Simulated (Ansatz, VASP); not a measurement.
One calculation of Ga3As, two programs

POSCAR

```
Ga3As
1.0
    6.1465418087      0.0000000000      0.0000000000
   -3.0732709044      5.3230613518      0.0000000000
    0.0000000000      0.0000000000      4.9335481657
Ga As
6 2
Direct
    0.8330000000      0.6660000000      0.2500000000
    0.1670000000      0.8330000000      0.7500000000
    0.3340000000      0.1670000000      0.2500000000
    0.1670000000      0.3340000000      0.7500000000
    0.8330000000      0.1670000000      0.2500000000
    0.6660000000      0.8330000000      0.7500000000
    0.3333333333      0.6666666667      0.2500000000
    0.6666666667      0.3333333333      0.7500000000
```

INCAR.step1

```
SYSTEM = Ga3As
PREC     = Accurate       ! precision mode
ENCUT    = 520            ! plane-wave cutoff, eV
ISMEAR   = 0              ! smearing method
SIGMA    = 0.1            ! smearing width, eV
LREAL    = .False.        ! projectors in reciprocal space
LASPH    = .True.         ! aspherical terms in the spheres
NELM     = 100            ! most SCF steps
NBANDS   = 54             ! bands
GGA      = PE             ! functional
ALGO     = Normal         ! electronic algorithm
EDIFF    = 1E-4           ! SCF threshold, eV
LWAVE    = .True.         ! write WAVECAR
LCHARG   = .False.        ! write CHGCAR
```

INCAR.step2

```
SYSTEM = Ga3As
PREC     = Accurate       ! precision mode
ENCUT    = 520            ! plane-wave cutoff, eV
EDIFF    = 1E-6           ! SCF threshold, eV
ISMEAR   = 0              ! smearing method
SIGMA    = 0.1            ! smearing width, eV
LREAL    = .False.        ! projectors in reciprocal space
LASPH    = .True.         ! aspherical terms in the spheres
NELM     = 100            ! most SCF steps
ALGO     = Normal         ! electronic algorithm
ISIF     = 2              ! what is computed and relaxed
LWAVE    = .False.        ! write WAVECAR
LCHARG   = .False.        ! write CHGCAR
METAGGA  = R2SCAN         ! meta-GGA
LMIXTAU  = .True.       
NBANDS   = 54             ! bands
ISTART   = 1
```

Contents of KPOINTS:

```
Automatic mesh
0
Gamma
  3 3 4
  0 0 0
```

Input for Ansatz:

```yaml
crystal:
  lattice:
    - [6.1465418087, 0.0, 0.0]
    - [-3.0732709044, 5.3230613518, 0.0]
    - [0.0, 0.0, 4.9335481657]
  atoms:
    - { symbol: Ga, position: [0.833, 0.666, 0.25] }
    - { symbol: Ga, position: [0.167, 0.833, 0.75] }
    - { symbol: Ga, position: [0.334, 0.167, 0.25] }
    - { symbol: Ga, position: [0.167, 0.334, 0.75] }
    - { symbol: Ga, position: [0.833, 0.167, 0.25] }
    - { symbol: Ga, position: [0.666, 0.833, 0.75] }
    - { symbol: As, position: [0.3333333333, 0.6666666667, 0.25] }
    - { symbol: As, position: [0.6666666667, 0.3333333333, 0.75] }
basis:
  ecutwfc: 500
kpoints:
  mp_grid: { grid: [3, 3, 4] }
hamiltonian:
  xc: r2scan
scf:
  occupations: { method: gaussian, width: 0.1 }
  lower_state_search: "off"
output:
  forces: true
  stress: true
  eigenvalues: true
```

Alike in both runs: task single point; functional r2SCAN; k mesh 3 × 3 × 4; occupations gaussian, width 0.1 eV; no spin polarisation.

```csv
,VASP,Ansatz
version,VASP 6.6.1,Ansatz 0.2.0
potentials or method,"VASP PAW PBE potentials, release 64 (Ga_d, As), cutoff 520 eV","scalar-relativistic, plane waves, PAW"
valence electrons in the cell,88,108
```

```csv
,VASP,Ansatz,Ansatz less VASP
gap on the k mesh at the Fermi level (eV),none,none,-
pressure (GPa),-3.0,-2.9,+0.03
"traceless stress, the component that is largest in VASP (GPa)",3.39,3.39,-0.004
rms of the force components (eV/Å),0.054,0.054,-0.0007
```

VASP's potentials were made for PBE, not for r2SCAN. Atom by atom the forces differ by 0.001 eV/Å (rms over components). A gap of «none» marks a metal or a gap that the smearing closes. VASP's potentials hold 88 valence electrons a cell and Ansatz's 108, so a difference there can come from the potentials and not from the codes.

The k mesh is coarse, so the values compare programs but aren't converged.
